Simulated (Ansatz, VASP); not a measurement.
Fe3Pb in VASP and in Ansatz

```
CELL_PARAMETERS angstrom
0.00000 3.00122 3.00122
3.00122 0.00000 3.00122
3.00122 3.00122 0.00000
ATOMIC_POSITIONS crystal
Fe 0.25000 0.25000 0.25000
Fe 0.75000 0.75000 0.75000
Fe 0.50000 0.50000 0.50000
Pb 0.00000 0.00000 0.00000
```

Alike in both runs: functional PBE; k mesh 12 × 12 × 12; occupations gaussian, width 0.1 eV; no spin polarisation.

Ansatz relaxed the structure, and its values are those at the end. VASP's run is a single point on that final structure, the one shown.

|  | VASP | Ansatz |
| --- | --- | --- |
| version | VASP 6.6.1 | Ansatz 0.2.0 |
| potentials or method | VASP PAW PBE potentials, release 64 (Fe, Pb_d), cutoff 520 eV | scalar-relativistic, plane waves, PAW |
| valence electrons in the cell | 38 | 62 |

```tsv
	VASP	Ansatz	Ansatz less VASP
gap on the k mesh at the Fermi level (eV)	none	none	-
pressure (GPa)	0.0	0.0	+0.01
```

A gap of «none» marks a metal or a gap that the smearing closes. VASP's potentials hold 38 valence electrons a cell and Ansatz's 62, so a difference there can come from the potentials and not from the codes.

Spin-orbit coupling is off throughout.
